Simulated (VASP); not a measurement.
# TaAuN2 (R-3m) in VASP: single point with LDA

Aim: the single point of TaAuN2 with LDA.

All numbers are computed with VASP 6.6.1; they aren't measurements. Logs are shortened: lines on timing, memory, paths and dates and some standing lists are left out, and cuts for length are marked.

## (1) The cell of the first run

The structure is trigonal, space group R-3m (No. 166). The conventional cell has a = 3.094 Å, b = 3.094 Å, c = 18.481 Å, α = 90.00°, β = 90.00°, γ = 120.00°. Ta (site symmetry -3m) has 6 N at 2.08 Å within 2.8 Å. Au (site symmetry -3m) has 2 N at 2.02 Å within 2.7 Å. N (site symmetry 3m) has 1 Au at 2.02 Å and 3 Ta at 2.08 Å within 2.7 Å.

## (2) Single point, LDA, non-collinear spin, zero start, spin-orbit coupling

INCAR

```
PREC = Accurate
ENCUT = 520
EDIFF = 1E-6
ISMEAR = -1
SIGMA = 0.1
LREAL = F
LASPH = T
NELM = 150
ALGO = Normal
ISIF = 2
LWAVE = F
LCHARG = F
MAGMOM = 0 0 0 0 0 0 0 0 0 0 0 0
LORBIT = 11
LSORBIT = T
GGA_COMPAT = F
LORBMOM = T
LMAXMIX = 4
NBANDS = 46
```

KPOINTS

```
Automatic mesh
0
Gamma
  7 7 7
```

POSCAR

```
TaAuN2
1.0
    3.0937980525      0.0000000000      0.0000000000
   -1.5468990263      2.6793077076     -0.0000008858
    0.0000000000     -1.7862031018      6.1602125466
Ta Au N
1 1 2
Direct
    0.5000000000      0.0000000000      0.5000000000
    0.0000000000      0.0000000000      0.0000000000
    0.1091359001      0.2182718001      0.3274077002
    0.8908640999      0.7817281999      0.6725922998
```

Potentials or basis: VASP PAW LDA potentials, release 64 (Ta_pv, Au, N).

Launch:

```bash
$ cat potpaw_LDA.64/Ta_pv/POTCAR potpaw_LDA.64/Au/POTCAR potpaw_LDA.64/N/POTCAR > POTCAR
$ mpirun -np 1 vasp_ncl > vasp.out
```

OUTCAR:

```text
PREC = Accurate
   ENCUT = 520
   EDIFF = 1E-6
   ISMEAR = -1
   LREAL = F
   LASPH = T
   NELM = 150
   ISIF = 2
   LORBIT = 11
   LSORBIT = T

 ion  position               nearest neighbor table
   1  0.500  0.000  0.500-   3 2.08   4 2.08   4 2.08   3 2.08   3 2.08   4 2.08   2 3.56   2 3.56
                             2 3.56   2 3.56   2 3.56   2 3.56
   2  0.000  0.000  0.000-   3 2.02   4 2.02   1 3.56   1 3.56   1 3.56   1 3.56   1 3.56   1 3.56

   3  0.109  0.218  0.327-   2 2.02   1 2.08   1 2.08   1 2.08
   4  0.891  0.782  0.673-   2 2.02   1 2.08   1 2.08   1 2.08

  LATTYP: Found a trigonal (rhomboedric) cell.
 ALAT       =     6.4139488726
 COS(alpha) =     0.8836669966

  Lattice vectors:

 A1 = (   0.0000000000,  -1.7862031018,   6.1602125466)
 A2 = (   1.5468990262,   0.8931046058,   6.1602116608)
 A3 = (  -1.5468990263,   0.8931046058,   6.1602116608)

Analysis of symmetry for initial positions (statically):
=====================================================================
 Subroutine PRICEL returns:
 Original cell was already a primitive cell.

 Routine SETGRP: Setting up the symmetry group for a
 trigonal (rhombohedral) supercell.

 Subroutine GETGRP returns: Found 12 space group operations
 (whereof 12 operations were pure point group operations)
 out of a pool of 12 trial point group operations.

The static configuration has the point symmetry D_3d.

Analysis of symmetry for dynamics (positions and initial velocities):
=====================================================================
 Subroutine PRICEL returns:
 Original cell was already a primitive cell.

 Routine SETGRP: Setting up the symmetry group for a
 trigonal (rhombohedral) supercell.

 Subroutine GETGRP returns: Found 12 space group operations
 (whereof 12 operations were pure point group operations)
 out of a pool of 12 trial point group operations.

The dynamic configuration has the point symmetry D_3d.

Analysis of structural, dynamic, and magnetic symmetry:
=====================================================================
 Subroutine PRICEL returns:
 Original cell was already a primitive cell.

 Routine SETGRP: Setting up the symmetry group for a
 trigonal (rhombohedral) supercell.

 Subroutine GETGRP returns: Found 12 space group operations
 (whereof 12 operations were pure point group operations)
 out of a pool of 12 trial point group operations.

The overall configuration has the point symmetry D_3d.

 Subroutine INISYM returns: Found 12 space group operations
 (whereof 12 operations are pure point group operations),
 and found     1 'primitive' translations

----------------------------------------------------------------------------------------

                                     Primitive cell

  volume of cell :      51.0635

  direct lattice vectors                    reciprocal lattice vectors
     3.093798052  0.000000000  0.000000000     0.323227303  0.186615388  0.054110631
    -1.546899026  2.679307708 -0.000000886     0.000000000  0.373230776  0.108221261
     0.000000000 -1.786203102  6.160212547     0.000000000  0.000000054  0.162332077

  length of vectors
     3.093798052  3.093798052  6.413948873     0.377132805  0.388603981  0.162332077

  position of ions in fractional coordinates (direct lattice)
     0.500000000  0.000000000  0.500000000
     0.000000000  0.000000000  0.000000000
     0.109135900  0.218271800  0.327407700
     0.890864100  0.781728200  0.672592300

  ion indices of the primitive-cell ions
   primitive index   ion index
                 1           1
                 2           2
                 3           3
                 4           4

----------------------------------------------------------------------------------------

 KPOINTS: Automatic mesh

Automatic generation of k-mesh.
 Grid dimensions read from file:
 generate k-points for:    7    7    7

 Generating k-lattice:

  Cartesian coordinates                     Fractional coordinates (reciprocal lattice)
     0.046175329  0.026659341  0.007730090     0.142857143 -0.000000000  0.000000000
     0.000000000  0.053318682  0.015460180     0.000000000  0.142857143  0.000000000
     0.000000000  0.000000008  0.023190297     0.000000000  0.000000000  0.142857143
[... 110 lines left out ...]
 cond. band min:       6.6511798151   @ k =   0.4286  -0.0000   0.2857
 fundamental gap:      0.1261108557
 Fermi energy:         6.6350470898

 k-point     1 :       0.0000    0.0000    0.0000
  band No.  band energies     occupation
      1     -33.8398      1.00000
      2     -33.8398      1.00000
      3     -26.1844      1.00000
      4     -26.1844      1.00000
      5     -25.8731      1.00000
      6     -25.8731      1.00000
[... 1117 lines left out ...]
     43      13.7846      0.00000
     44      13.7846      0.00000

 [... further k-points ...]

 [bands above 44 left out]

------------------------ aborting loop because EDIFF is reached ----------------------------------------

  FORCE on cell =-STRESS in cart. coord.  units (eV):
  Direction    XX          YY          ZZ          XY          YZ          ZX
  --------------------------------------------------------------------------------------
  -------------------------------------------------------------------------------------
  Total        0.5243799      0.5243799      0.5633584     -0.0000000      0.0000000     -0.0000000
  in kB       16.4530511     16.4530511     17.6760464     -0.0000000      0.0000004     -0.0000000
  external PRESSURE =      16.8607162 kB  Pullay stress =       0.0000000 kB

 VOLUME and BASIS-vectors are now :
 -----------------------------------------------------------------------------
  energy-cutoff  :      520.00
  volume of cell :       51.06
      direct lattice vectors                 reciprocal lattice vectors
     3.093798052  0.000000000  0.000000000     0.323227303  0.186615388  0.054110631
    -1.546899026  2.679307708 -0.000000886     0.000000000  0.373230776  0.108221261
     0.000000000 -1.786203102  6.160212547     0.000000000  0.000000054  0.162332077

 POSITION                                       TOTAL-FORCE (eV/Angst)
 -----------------------------------------------------------------------------------
      1.54690     -0.89310      3.08011         0.000000      0.000000     -0.000000
      0.00000      0.00000      0.00000         0.000000      0.000000     -0.000000
      0.00000      0.00000      2.01690         0.000000     -0.000000     -0.082251
      1.54690      0.89310      4.14331        -0.000000      0.000000      0.082251
 -----------------------------------------------------------------------------------
    total drift:                                0.000000     -0.000000     -0.000000

  FREE ENERGIE OF THE ION-ELECTRON SYSTEM (eV)
  ---------------------------------------------------
  free  energy   TOTEN  =       -38.5343457459 eV

  energy  without entropy=      -38.5213270682  energy(sigma->0) =      -38.52783641

 orbital moment (x)

 # of ion     p       d       tot
 ----------------------------------------
  1         0.000   0.000   0.000
  2         0.000  -0.000  -0.000
  3         0.000   0.000   0.000
  4         0.000   0.000   0.000
 ----------------------------------------
            0.000  -0.000   0.000

 orbital moment (y)

 # of ion     p       d       tot
 ----------------------------------------
  1         0.000   0.000   0.000
  2         0.000   0.000   0.000
  3        -0.000   0.000  -0.000
  4        -0.000   0.000  -0.000
 ----------------------------------------
           -0.000   0.000   0.000

 orbital moment (z)

 # of ion     p       d       tot
 ----------------------------------------
  1        -0.000   0.000   0.000
  2        -0.000   0.000  -0.000
  3        -0.000   0.000  -0.000
  4         0.000   0.000   0.000
 ----------------------------------------
           -0.000   0.000   0.000

 Spin-Orbit-Coupling matrix elements

 Ion:    1  E_soc:     -1.2690623
 l=   1
     0.0000000    -0.2003815    -0.1994898
    -0.2003815     0.0000000    -0.2003815
    -0.1994898    -0.2003815     0.0000000
 l=   2
     0.0000000    -0.0022444     0.0000000    -0.0022444    -0.0084582
    -0.0022444     0.0000000    -0.0069745    -0.0028936    -0.0022444
     0.0000000    -0.0069745     0.0000000    -0.0069745     0.0000000
    -0.0022444    -0.0028936    -0.0069745     0.0000000    -0.0022444
    -0.0084582    -0.0022444     0.0000000    -0.0022444     0.0000000
 l=   3
     0.0000000     0.0000000     0.0000000     0.0000000     0.0000000     0.0000000     0.0000000
     0.0000000     0.0000000     0.0000000     0.0000000     0.0000000     0.0000000     0.0000000
     0.0000000     0.0000000     0.0000000     0.0000000     0.0000000     0.0000000     0.0000000
     0.0000000     0.0000000     0.0000000     0.0000000     0.0000000     0.0000000     0.0000000
[... 49 lines left out ...]
 l=   2
     0.0000000     0.0000000     0.0000000     0.0000000     0.0000000
     0.0000000     0.0000000     0.0000000     0.0000000     0.0000000
     0.0000000     0.0000000     0.0000000     0.0000000     0.0000000
     0.0000000     0.0000000     0.0000000     0.0000000     0.0000000
     0.0000000     0.0000000     0.0000000     0.0000000     0.0000000
 l=   3
     0.0000000     0.0000000     0.0000000     0.0000000     0.0000000     0.0000000     0.0000000
     0.0000000     0.0000000     0.0000000     0.0000000     0.0000000     0.0000000     0.0000000
     0.0000000     0.0000000     0.0000000     0.0000000     0.0000000     0.0000000     0.0000000
     0.0000000     0.0000000     0.0000000     0.0000000     0.0000000     0.0000000     0.0000000
     0.0000000     0.0000000     0.0000000     0.0000000     0.0000000     0.0000000     0.0000000
     0.0000000     0.0000000     0.0000000     0.0000000     0.0000000     0.0000000     0.0000000
     0.0000000     0.0000000     0.0000000     0.0000000     0.0000000     0.0000000     0.0000000

 total charge

# of ion       s       p       d       tot
------------------------------------------
    1        0.347   6.346   2.270   8.963
    2        0.613   0.388   8.700   9.700
    3        1.236   2.508   0.000   3.744
    4        1.236   2.508   0.000   3.744
--------------------------------------------------
tot          3.433  11.749  10.970  26.151

 magnetization (x)

# of ion       s       p       d       tot
------------------------------------------
    1       -0.000  -0.000  -0.000  -0.000
    2       -0.000  -0.000  -0.000  -0.000
    3       -0.000   0.000   0.000   0.000
    4       -0.000   0.000   0.000   0.000
--------------------------------------------------
tot         -0.000   0.000  -0.000   0.000

 magnetization (y)

# of ion       s       p       d       tot
------------------------------------------
    1        0.000   0.000   0.000   0.000
    2        0.000   0.000   0.000   0.000
    3        0.000   0.000   0.000   0.000
    4        0.000   0.000   0.000   0.000
--------------------------------------------------
tot          0.000   0.000   0.000   0.000

 magnetization (z)

# of ion       s       p       d       tot
------------------------------------------
    1        0.000   0.000   0.000   0.000
    2        0.000   0.000   0.000   0.000
    3        0.000   0.000   0.000   0.000
    4        0.000   0.000   0.000   0.000
--------------------------------------------------
tot          0.000   0.000   0.000   0.000
```

It took 3.7 min on 1 thread of Intel Xeon Platinum 8259CL at 2.50GHz (Skylake/Cascade Lake), shared host; peak memory 0.33 GiB.

Results:

* Free energy: -38.5343 eV
* Pressure: 1.7 GPa
* Largest force: 0.082 eV/Å
* Net moment: 0.00 μB per cell
* Valence electrons inside the program's atomic spheres: Ta 8.96; Au 9.70; N 3.74

Forces in eV/Å, atoms in the order of the input:
```
Ta   0.000  0.000  0.000
Au   0.000  0.000  0.000
N    0.000  0.000 -0.082
N    0.000  0.000  0.082
```

Stress tensor (GPa, compression positive):
```
1.65 0.00 0.00
0.00 1.65 0.00
0.00 0.00 1.77
```

Moments on the atoms (μB; x, y, z):
```
Ta  0.00 0.00 0.00
Au  0.00 0.00 0.00
N   0.00 0.00 0.00
N   0.00 0.00 0.00
```
